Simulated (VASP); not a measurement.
Ca: single point with r2SCAN

The system is Ca.

```xyz
2
Lattice="3.9800 0.0000 0.0000 -1.9900 3.4468 0.0000 0.0000 0.0000 6.5200" Properties=species:S:1:pos:R:3 pbc="T T T"
Ca    0.0000    2.2979    1.6300
Ca    1.9900    1.1489    4.8900
```

```json
{"Program": "VASP 6.6.1", "Task": "single point", "Functional": "r2SCAN", "Potentials or basis": "VASP PAW PBE potentials, release 64 (Ca_sv)", "Cutoff": "520 eV", "k mesh": "15 × 15 × 8", "Occupations": "gaussian, width 0.15 eV", "Spin": "no spin polarisation", "Dipole correction": "no", "Further INCAR settings": "ALGO = Normal; EDIFF = 1e-07; NBANDS = 17"}
```

```yaml
Pressure: -0.4 GPa
Band_gap_on_the_k_mesh: zero (band 10 reaches 2.08 eV, above the bottom of band 11 at 1.43 eV)
```

Levels at points of the mesh, in eV from the Fermi level:
```tsv
k point	band 7	band 8	band 9	band 10	band 11	band 12	band 13	band 14
(0.00, 0.00, 0.00)	-24.01	-24.00	-4.25	-1.01	-0.40	2.53	2.54	2.54
(0.00, 0.00, 0.50)	-24.02	-24.02	-3.22	-3.22	1.55	1.55	2.53	2.53
```

It took 15 min on 1 thread of Intel(R) Xeon(R) Platinum 8375C CPU @ 2.90GHz (Ice Lake), on a shared host, peak memory 0.33 GiB.

Caveat: the PAW data sets were made with another functional, which shifts forces and pressure a little.
